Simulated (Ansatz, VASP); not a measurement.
**One calculation of ScSi2, two programs**

Contents of INCAR:

```
PREC = Accurate
ENCUT = 600
EDIFF = 1E-6
ISMEAR = 0
SIGMA = 0.1
LREAL = F
LASPH = T
NELM = 100
ALGO = Normal
ISIF = 3
LWAVE = F
LCHARG = F
GGA = PE
IBRION = 2
NSW = 90
EDIFFG = -0.04
```

The input KPOINTS:

```
regular mesh
0
Gamma
  4 4 6
```

The input POSCAR:

```
ScSi2
1.0
    4.1391191000      0.0000000000      0.0000000000
    0.0000000000      4.1391191000      0.0000000000
    0.0000000000      0.0000000000      3.3076427000
Sc Si
1 2
Direct
    0.0000000000      0.0000000000      0.7706334800
    0.5000000000      0.0000000000      0.7546148500
    0.0000000000      0.5000000000      0.7546148500
```

Input for Ansatz:

```yaml
crystal:
  lattice:
    - [4.1391191, 0.0, 0.0]
    - [0.0, 4.1391191, 0.0]
    - [0.0, 0.0, 3.3076427]
  atoms:
    - { symbol: Sc, position: [0.0, 0.0, 0.77063348] }
    - { symbol: Si, position: [0.5, 0.0, 0.75461485] }
    - { symbol: Si, position: [0.0, 0.5, 0.75461485] }
basis:
  ecutwfc: 420
kpoints:
  mp_grid: { grid: [4, 4, 6] }
hamiltonian:
  xc: pbe
scf:
  occupations: { method: gaussian, width: 0.1 }
  lower_state_search: "off"
output:
  forces: true
  stress: true
  eigenvalues: true
relax:
  adjacent_minimum: "off"
  f_tol: 0.04
  max_steps: 70
  cell: { stress_tol: 0.4 }
```

Alike in both runs: task relaxation of cell and atoms; functional PBE; k mesh 4 × 4 × 6; occupations gaussian, width 0.1 eV; no spin polarisation.

|  | VASP | Ansatz |
| --- | --- | --- |
| version | VASP 6.6.1 | Ansatz 0.2.0 |
| potentials or method | VASP PAW PBE potentials, release 64 (Sc_sv, Si), cutoff 600 eV | scalar-relativistic, plane waves, PAW |
| valence electrons in the cell | 19 | 19 |

```csv
,VASP,Ansatz,Ansatz less VASP
"gap on the k mesh at the Fermi level, each at its own relaxed structure (eV)",none,none,-
relaxed volume (Å³/atom),20.20,20.18,-0.021
relaxed length of the cell vector where the two differ most in proportion (Å),4.610,4.606,-0.0041
```

A gap of «none» marks a metal or a gap that the smearing closes.

The k mesh is coarse, so the values compare programs but aren't converged.
